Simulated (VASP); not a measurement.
# Ru in VASP: settings compared

Ru is run at these levels: PBE, PBE+D3(BJ); tasks: single point.

Everything below comes from runs of VASP 6.6.1. Logs are shortened: lines on timing, memory, paths and dates and some standing lists are left out, and cuts for length are marked.

## 1. The cell of the first run

The cell holds a slab with vacuum, 7 atoms: a = 2.706 Å, b = 2.706 Å, c = 27.846 Å, α = 90.00°, β = 90.00°, γ = 120.00°.

## 2. Single point, PBE

INCAR

```
SYSTEM = Ru
PREC = Accurate
ENCUT = 520
EDIFF = 1E-7
ISMEAR = 0
SIGMA = 0.05
LREAL = .False.
LASPH = .True.
NELM = 100
ALGO = Normal
ISIF = 2
LWAVE = .False.
LCHARG = .True.
GGA = PE
LELF = .True.
LVHAR = .True.
NBANDS = 58
```

KPOINTS

```
Automatic mesh
0
Gamma
  15 15 1
  0 0 0
```

POSCAR

```
Ru
1.0
    2.7060001486      0.0000000000      0.0000000000
   -1.3530000743      2.3434648713      0.0000000000
    0.0000000000      0.0000000000     27.8460000000
Ru
7
Direct
    0.3333333333      0.6666666667      0.2704543646
    0.6666666667      0.3333333333      0.3447659736
    0.3333333333      0.6666666667      0.4222258793
    0.6666666667      0.3333333333      0.5000000000
    0.3333333333      0.6666666667      0.5777741207
    0.6666666667      0.3333333333      0.6552340264
    0.3333333333      0.6666666667      0.7295456354
```

Potentials or basis: VASP PAW PBE potentials, release 64 (Ru_pv).

Command:

```console
$ cat potpaw_PBE.64/Ru_pv/POTCAR > POTCAR
$ mpirun -np 1 vasp_std > vasp.out
```

OUTCAR:

```text
SYSTEM = Ru
   PREC = Accurate
   ENCUT = 520
   EDIFF = 1E-7
   ISMEAR = 0
   LREAL = .False.
   LASPH = .True.
   NELM = 100
   ISIF = 2
   GGA = PE

 ion  position               nearest neighbor table
   1  0.333  0.667  0.270-   2 2.59   2 2.59   2 2.59
   2  0.667  0.333  0.345-   1 2.59   1 2.59   1 2.59   3 2.66   3 2.66   3 2.66
   3  0.333  0.667  0.422-   2 2.66   2 2.66   2 2.66   4 2.67   4 2.67   4 2.67
   4  0.667  0.333  0.500-   3 2.67   5 2.67   3 2.67   5 2.67   3 2.67   5 2.67
   5  0.333  0.667  0.578-   6 2.66   6 2.66   6 2.66   4 2.67   4 2.67   4 2.67
   6  0.667  0.333  0.655-   7 2.59   7 2.59   7 2.59   5 2.66   5 2.66   5 2.66
   7  0.333  0.667  0.730-   6 2.59   6 2.59   6 2.59

  LATTYP: Found a hexagonal cell.
 ALAT       =     2.7060001486
 C/A-ratio  =    10.2904650668

  Lattice vectors:

 A1 = (   2.7060001486,   0.0000000000,   0.0000000000)
 A2 = (  -1.3530000743,   2.3434648713,   0.0000000000)
 A3 = (   0.0000000000,   0.0000000000,  27.8460000000)

Analysis of symmetry for initial positions (statically):
=====================================================================
 Subroutine PRICEL returns:
 Original cell was already a primitive cell.

 Routine SETGRP: Setting up the symmetry group for a
 hexagonal supercell.

 Subroutine GETGRP returns: Found 12 space group operations
 (whereof 12 operations were pure point group operations)
 out of a pool of 24 trial point group operations.

The static configuration has the point symmetry D_3h.

Analysis of symmetry for dynamics (positions and initial velocities):
=====================================================================
 Subroutine PRICEL returns:
 Original cell was already a primitive cell.

 Routine SETGRP: Setting up the symmetry group for a
 hexagonal supercell.

 Subroutine GETGRP returns: Found 12 space group operations
 (whereof 12 operations were pure point group operations)
 out of a pool of 24 trial point group operations.

The dynamic configuration has the point symmetry D_3h.

 Subroutine INISYM returns: Found 12 space group operations
 (whereof 12 operations are pure point group operations),
 and found     1 'primitive' translations

----------------------------------------------------------------------------------------

[... 104 lines left out ...]
   EDIFFG = 0.1E-05   stopping-criterion for IOM
   NSW    =      0    number of steps for IOM
   IBRION =     -1    ionic relax: 0-MD 1-quasi-New 2-CG
   NFREE  =      0    steps in history (QN), initial steepest desc. (CG)
   ISIF   =      2    stress and relaxation
   ISYM   =      2    0-nonsym 1-usesym 2-fastsym
   POTIM  = 0.5000    time-step for ionic-motion
   TEBEG  =    0.0;   TEEND  =   0.0 temperature during run
   PSTRESS=    0.0 pullay stress
   NELECT =      98.0000    total number of electrons
   NUPDOWN=      -1.0000    fix difference up-down
   EMIN   =  10.00;   EMAX   =-10.00  energy-range for DOS
   EFERMI =   0.00;   METHOD = LEGACY
   ISMEAR =     0;   SIGMA  =   0.05  broadening in eV -4-tet -1-fermi 0-gaus
   EFERMI_NEDOS =   21; number of points for ismear=-14 and -15
   IALGO  =     38    algorithm
   IMIX   =      4    mixing-type and parameters
     AMIX     =   0.40;   BMIX     =  1.00
     AMIX_MAG =   1.60;   BMIX_MAG =  1.00
  volume/ion in A,a.u.               =      25.23       170.23
  Fermi-wavevector in a.u.,A,eV,Ry     =   1.345345  2.542334 24.625926  1.809954
  Thomas-Fermi vector in A             =   2.473266
   LORBIT       =      0    0 simple, 1 ext, 2 COOP (PROOUT), +10 PAW based schemes
   GGA     = PE    functional components
   LHFCALC =     F    Hartree Fock is set to
   AEXX    =    0.0000 exact exchange contribution
   IVDW    =     0    specifies the selected vdW correction
   LEPSILON=     F    determine dielectric tensor
   LRPA    =     F    only Hartree local field effects (RPA)
 non-spin polarized calculation
 Gauss-broadening in eV      SIGMA  =   0.05
  energy-cutoff  :      520.00
  volume of cell :      176.58
 maximum number of plane-waves:      4809
 NGX is ok and might be reduce to    20
   NGX =  9   NGY =  9   NGZ =103

 number of electron      98.0000022 magnetization

 Free energy of the ion-electron system (eV)
  ---------------------------------------------------
  ext. energy  EPLUGINS =         0.00000000
  ---------------------------------------------------
  free energy    TOTEN  =       -62.55513909 eV

  energy without entropy =      -62.54605704  energy(sigma->0) =      -62.55059806

 E-fermi :   4.6512     XC(G=0):  -8.3263

 val. band max:        4.6504473889   @ k =   0.0000   0.0000   0.0000
 cond. band min:       4.6815247989   @ k =   0.2667   0.0000   0.0000
 fundamental gap:      0.0310774100
 Fermi energy:         4.6511547150

 k-point     1 :       0.0000    0.0000    0.0000
  band No.  band energies     occupation
      1     -38.9623      2.00000
      2     -38.9021      2.00000
      3     -38.6194      2.00000
      4     -38.3288      2.00000
      5     -38.1571      2.00000
      6     -38.1571      2.00000
[... 1453 lines left out ...]
     57      10.0746      0.00000
     58      10.2680      0.00000

 [... further k-points ...]

------------------------ aborting loop because EDIFF is reached ----------------------------------------

  FORCE on cell =-STRESS in cart. coord.  units (eV):
  Direction    XX          YY          ZZ          XY          YZ          ZX
  --------------------------------------------------------------------------------------
  -------------------------------------------------------------------------------------
  Total       -0.6473239     -0.6473239      0.1015350      0.0000000      0.0000000      0.0000000
  in kB       -5.8733132     -5.8733132      0.9212499      0.0000000      0.0000000      0.0000000
  external PRESSURE =      -3.6084588 kB  Pullay stress =       0.0000000 kB

 VOLUME and BASIS-vectors are now :
 -----------------------------------------------------------------------------
  energy-cutoff  :      520.00
  volume of cell :      176.58
      direct lattice vectors                 reciprocal lattice vectors
     2.706000149  0.000000000  0.000000000     0.369549130  0.213359290  0.000000000
    -1.353000074  2.343464871  0.000000000     0.000000000  0.426718579  0.000000000
     0.000000000  0.000000000 27.846000000     0.000000000  0.000000000  0.035911801

 POSITION                                       TOTAL-FORCE (eV/Angst)
 -----------------------------------------------------------------------------------
     -0.00000      1.56231      7.53107        -0.000000      0.000000     -0.026525
      1.35300      0.78115      9.60035         0.000000     -0.000000      0.006867
     -0.00000      1.56231     11.75730         0.000000     -0.000000      0.020301
      1.35300      0.78115     13.92300        -0.000000      0.000000      0.000000
     -0.00000      1.56231     16.08870         0.000000      0.000000     -0.020301
      1.35300      0.78115     18.24565         0.000000     -0.000000     -0.006867
     -0.00000      1.56231     20.31493        -0.000000      0.000000      0.026525
 -----------------------------------------------------------------------------------
    total drift:                               -0.000000      0.000000     -0.000000

  FREE ENERGIE OF THE ION-ELECTRON SYSTEM (eV)
  ---------------------------------------------------
  free  energy   TOTEN  =       -62.5551390892 eV

  energy  without entropy=      -62.5460570367  energy(sigma->0) =      -62.55059806
```

OSZICAR:

```text
N       E                     dE             d eps       ncg     rms          rms(c)
DAV:   1     0.117694621216E+04    0.11769E+04   -0.62125E+04  3572   0.171E+03
DAV:   2    -0.256991818688E+02   -0.12026E+04   -0.11692E+04  3332   0.528E+02
DAV:   3    -0.656664445654E+02   -0.39967E+02   -0.38442E+02  4106   0.920E+01
[... 23 lines left out ...]
DAV:  27    -0.625551291664E+02   -0.52981E-05   -0.14245E-06  3400   0.748E-03    0.974E-04
DAV:  28    -0.625551361453E+02   -0.69789E-05   -0.21525E-07  1994   0.214E-03    0.195E-03
DAV:  29    -0.625551376688E+02   -0.15235E-05   -0.37823E-08  1798   0.932E-04    0.106E-03
DAV:  30    -0.625551390198E+02   -0.13510E-05   -0.11140E-07  1882   0.199E-03    0.944E-04
DAV:  31    -0.625551390892E+02   -0.69447E-07   -0.11446E-08  1692   0.783E-04
   1 F= -.62555139E+02 E0= -.62550598E+02  d E =-.908205E-02
```

stdout:

```text
POSCAR found type information on POSCAR Ru
 POSCAR found :  1 types and       7 ions
 scaLAPACK will be used
 LDA part: xc-table for (Slater+PW92), standard interpolation
 POSCAR, INCAR and KPOINTS ok, starting setup
 FFT: planning ... GRIDC
 FFT: planning ... GRID_SOFT
 FFT: planning ... GRID
 WAVECAR not read
 entering main loop
```

Run time: 15 min. Hardware: 1 thread of Intel Xeon 8259CL, shared host; peak memory 0.38 GiB.

What came out:

- Free energy: -62.5551 eV
- Largest force: 0.027 eV/Å
- Band gap on the k mesh: zero (bands 49 and 50 overlap by 2.53 eV)

Forces in eV/Å, atoms in the order of the input:
```
Ru   0.000  0.000 -0.027
Ru   0.000  0.000  0.007
Ru   0.000  0.000  0.020
Ru   0.000  0.000  0.000
Ru   0.000  0.000 -0.020
Ru   0.000  0.000 -0.007
Ru   0.000  0.000  0.027
```

## 3. Single point, PBE+D3(BJ)

INCAR

```
PREC     = Accurate       # precision mode
ENCUT    = 520            # plane-wave cutoff, eV
EDIFF    = 1E-7           # SCF threshold, eV
ISMEAR   = 0              # smearing method
SIGMA    = 0.05           # smearing width, eV
LREAL    = F              # projectors in reciprocal space
LASPH    = T              # aspherical terms in the spheres
NELM     = 60             # most SCF steps
ALGO     = Normal         # electronic algorithm
ISIF     = 2              # what is computed and relaxed
LWAVE    = F              # write WAVECAR
LCHARG   = F              # write CHGCAR
GGA      = PE             # functional
IVDW     = 12             # dispersion correction
NBANDS   = 58             # bands
```

KPOINTS

```
regular mesh
0
Gamma
  15 15 1
```

POSCAR

```
Ru
1.0
    2.7060001486      0.0000000000      0.0000000000
   -1.3530000743      2.3434648713      0.0000000000
    0.0000000000      0.0000000000     27.8460000000
Ru
7
Direct
    0.3333333333      0.6666666667      0.2726569042
    0.6666666667      0.3333333333      0.3465795761
    0.3333333333      0.6666666667      0.4231980651
    0.6666666667      0.3333333333      0.5000000000
    0.3333333333      0.6666666667      0.5768019349
    0.6666666667      0.3333333333      0.6534204239
    0.3333333333      0.6666666667      0.7273430958
```

Potentials or basis: VASP PAW PBE potentials, release 64 (Ru_pv).

Command:

```console
$ cat potpaw_PBE.64/Ru_pv/POTCAR > POTCAR
$ mpirun -np 1 vasp_std > vasp.out
```

OUTCAR:

```text
PREC = Accurate
   ENCUT = 520
   EDIFF = 1E-7
   ISMEAR = 0
   LREAL = F
   LASPH = T
   NELM = 60
   ISIF = 2
   GGA = PE
   IVDW = 12
 IVDW          = 12

 ion  position               nearest neighbor table
   1  0.333  0.667  0.273-   2 2.58   2 2.58   2 2.58
   2  0.667  0.333  0.347-   1 2.58   1 2.58   1 2.58   3 2.64   3 2.64   3 2.64
   3  0.333  0.667  0.423-   2 2.64   2 2.64   2 2.64   4 2.65   4 2.65   4 2.65
   4  0.667  0.333  0.500-   3 2.65   5 2.65   3 2.65   5 2.65   3 2.65   5 2.65
   5  0.333  0.667  0.577-   6 2.64   6 2.64   6 2.64   4 2.65   4 2.65   4 2.65
   6  0.667  0.333  0.653-   7 2.58   7 2.58   7 2.58   5 2.64   5 2.64   5 2.64
   7  0.333  0.667  0.727-   6 2.58   6 2.58   6 2.58

  LATTYP: Found a hexagonal cell.
 ALAT       =     2.7060001486
 C/A-ratio  =    10.2904650668

  Lattice vectors:

 A1 = (   2.7060001486,   0.0000000000,   0.0000000000)
 A2 = (  -1.3530000743,   2.3434648713,   0.0000000000)
 A3 = (   0.0000000000,   0.0000000000,  27.8460000000)

Analysis of symmetry for initial positions (statically):
=====================================================================
 Subroutine PRICEL returns:
[... 188 lines left out ...]

 k-point     1 :       0.0000    0.0000    0.0000
  band No.  band energies     occupation
      1     -39.0058      2.00000
      2     -38.9338      2.00000
      3     -38.6459      2.00000
      4     -38.3406      2.00000
      5     -38.1659      2.00000
      6     -38.1659      2.00000
[... 1453 lines left out ...]
     57      10.0750      0.00000
     58      10.2831      0.00000

 [... further k-points ...]

------------------------ aborting loop because EDIFF is reached ----------------------------------------

 Edisp (eV)   -3.71647

 E8    (eV) :    -1.7310

  FORCE on cell =-STRESS in cart. coord.  units (eV):
  Direction    XX          YY          ZZ          XY          YZ          ZX
  --------------------------------------------------------------------------------------
  -------------------------------------------------------------------------------------
  Total      -3.59779    -3.59779     0.14666     0.00000     0.00000     0.00000
  in kB     -32.64354   -32.64354     1.33070     0.00000     0.00000     0.00000
  external pressure =      -21.32 kB  Pullay stress =        0.00 kB

 VOLUME and BASIS-vectors are now :
 -----------------------------------------------------------------------------
  energy-cutoff  :      520.00
  volume of cell :      176.58
      direct lattice vectors                 reciprocal lattice vectors
     2.706000149  0.000000000  0.000000000     0.369549130  0.213359290  0.000000000
    -1.353000074  2.343464871  0.000000000     0.000000000  0.426718579  0.000000000
     0.000000000  0.000000000 27.846000000     0.000000000  0.000000000  0.035911801

 POSITION                                       TOTAL-FORCE (eV/Angst)
 -----------------------------------------------------------------------------------
     -0.00000      1.56231      7.59240        -0.000000      0.000000     -0.017266
      1.35300      0.78115      9.65085        -0.000000     -0.000000     -0.005279
     -0.00000      1.56231     11.78437         0.000000     -0.000000      0.000227
      1.35300      0.78115     13.92300        -0.000000     -0.000000      0.000000
     -0.00000      1.56231     16.06163         0.000000     -0.000000     -0.000227
      1.35300      0.78115     18.19515        -0.000000     -0.000000      0.005279
     -0.00000      1.56231     20.25360        -0.000000      0.000000      0.017266
 -----------------------------------------------------------------------------------
    total drift:                                0.000000     -0.000000     -0.000000

  FREE ENERGIE OF THE ION-ELECTRON SYSTEM (eV)
  ---------------------------------------------------
  free  energy   TOTEN  =       -66.2534457908 eV

  energy  without entropy=      -66.2422526858  energy(sigma->0) =      -66.24784924
```

OSZICAR:

```text
N       E                     dE             d eps       ncg     rms          rms(c)
DAV:   1     0.117749822621E+04    0.11775E+04   -0.62197E+04  3596   0.171E+03
DAV:   2    -0.255031902844E+02   -0.12030E+04   -0.11695E+04  3340   0.528E+02
DAV:   3    -0.656909288162E+02   -0.40188E+02   -0.38615E+02  4142   0.921E+01
[... 24 lines left out ...]
DAV:  28    -0.625369692516E+02   -0.76859E-05   -0.74010E-07  2894   0.485E-03    0.161E-03
DAV:  29    -0.625369714261E+02   -0.21745E-05   -0.75442E-08  1868   0.133E-03    0.793E-04
DAV:  30    -0.625369727367E+02   -0.13106E-05   -0.57100E-08  1840   0.963E-04    0.817E-04
DAV:  31    -0.625369729078E+02   -0.17112E-06   -0.11270E-08  1716   0.680E-04    0.388E-04
DAV:  32    -0.625369729316E+02   -0.23767E-07   -0.38185E-09  1674   0.318E-04
   1 F= -.66253446E+02 E0= -.66247849E+02  d E =-.111931E-01
```

stdout:

```text
POSCAR found type information on POSCAR Ru
 POSCAR found :  1 types and       7 ions
 scaLAPACK will be used
 LDA part: xc-table for (Slater+PW92), standard interpolation
 POSCAR, INCAR and KPOINTS ok, starting setup
 FFT: planning ... GRIDC
 FFT: planning ... GRID_SOFT
 FFT: planning ... GRID
 WAVECAR not read
 entering main loop
```

Run time: 16 min. Hardware: 1 thread of Intel Xeon 8259CL, shared host; peak memory 0.39 GiB.

Results:

```yaml
Free_energy: -66.2534 eV
Largest_force: 0.017 eV/Å
Band_gap_on_the_k_mesh: zero (bands 49 and 50 overlap by 2.49 eV)
Dispersion_energy_per_atom: -0.531 eV
```

Forces in eV/Å, atoms in the order of the input:
```
Ru   0.000  0.000 -0.017
Ru   0.000  0.000 -0.005
Ru   0.000  0.000  0.000
Ru   0.000  0.000  0.000
Ru   0.000  0.000  0.000
Ru   0.000  0.000  0.005
Ru   0.000  0.000  0.017
```
